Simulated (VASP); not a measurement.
Runs of VASP 6.6.1 on NaCl. The structure is that of space group Fm-3m (No. 225), or close to it. The cells are those of the table. 

```tsv
cell	gap on the mesh (eV)	pressure (GPa)
a = 4.005, b = 3.905 Å, angles 60.8, 61.7, 60.8°, 2 atoms	4.78	-0.8
a = 4.005, b = 4.030 Å, angles 59.8, 59.6, 59.8°, 2 atoms	4.86	-0.8
a = 4.005, b = 4.080 Å, angles 59.4, 58.8, 59.4°, 2 atoms	(a)	-0.8
a = 4.005, b = 4.055 Å, angles 59.6, 59.2, 59.6°, 2 atoms	4.84	-0.8
```

Alike in all rows: task single point; level PBEsol; potentials or basis VASP PAW PBE potentials, release 64 (Na_pv, Cl); no spin polarisation; k mesh 8 × 8 × 8; cutoff (eV) 520; smearing gaussian 0.05 eV.

Estimate the missing entries.

(a) 4.81.

Caveats: the PAW data sets were made with another functional, which shifts forces and pressure a little.

A k mesh can miss the band edges.
